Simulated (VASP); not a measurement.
Input of a VASP 6.6.1 run:

File INCAR:

```
SYSTEM = TaN
PREC = Accurate ; ENCUT = 520
EDIFF = 1E-7 ; ISMEAR = -1
SIGMA = 0.05 ; LREAL = .FALSE.
LASPH = .TRUE. ; NELM = 100
ALGO = Normal ; ISIF = 2
LWAVE = .FALSE. ; LCHARG = .FALSE.
GGA = PS ; NBANDS = 15
```

File KPOINTS:

```
Automatic mesh
0
G
  10 10 10
  0 0 0
```

The input POSCAR:

```
TaN
1.0
    0.0000000000      2.1777076959      2.1777076959
    2.1777076959      0.0000000000      2.1777076959
    2.1777076959      2.1777076959      0.0000000000
Ta N
1 1
Direct
    0.5000000000      0.5000000000      0.5000000000
    0.0000000000      0.0000000000      0.0000000000
```

Potentials or basis: VASP PAW PBE potentials, release 64 (Ta_pv, N).

The run is started by

```console
$ cat potpaw_PBE.64/Ta_pv/POTCAR potpaw_PBE.64/N/POTCAR > POTCAR
$ mpirun -np 1 vasp_std > vasp.out
```

Q: Predict the band gap on the k mesh.

A: Zero (band 8 reaches 11.70 eV, above the bottom of band 9 at 7.49 eV).

Q: Estimate the pressure.

A: 6.1 GPa.

Caveat: the PAW data sets were made with another functional, which shifts forces and pressure a little; spin-orbit coupling is left out, which moves the levels of the heavy elements.
